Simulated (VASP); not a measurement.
Here is a VASP 6.6.1 calculation.

The input INCAR:

```
PREC = Accurate
ENCUT = 520
EDIFF = 1E-6
ISMEAR = 0
SIGMA = 0.1
LREAL = False
LASPH = True
NELM = 100
ALGO = Normal
ISIF = 2
LWAVE = False
LCHARG = False
GGA = PE
NBANDS = 17
```

Contents of KPOINTS:

```
regular mesh
0
Gamma
  4 4 4
```

File POSCAR:

```
AlAs3
1.0
    4.2518835009      0.0000000000      0.0000000000
    0.0000000000      4.2518835009      0.0000000000
    0.0000000000      0.0000000000      4.2518835009
Al As
1 3
Direct
    0.5000000000      0.5000000000      0.5000000000
    0.5000000000      0.0000000000      0.0000000000
    0.0000000000      0.5000000000      0.0000000000
    0.0000000000      0.0000000000      0.5000000000
```

Potentials or basis: VASP PAW PBE potentials, release 64 (Al, As).

Command:

```bash
$ cat potpaw_PBE.64/Al/POTCAR potpaw_PBE.64/As/POTCAR > POTCAR
$ mpirun -np 1 vasp_std > vasp.out
```

Problem. Predict the pressure.

Solution. 0.0 GPa.

Problem. What does it give for the band gap on the k mesh?

Solution. Zero (band 9 reaches 10.52 eV, above the bottom of band 10 at 4.88 eV).

Caveat: the k points lie up to 0.37 Å⁻¹ apart.
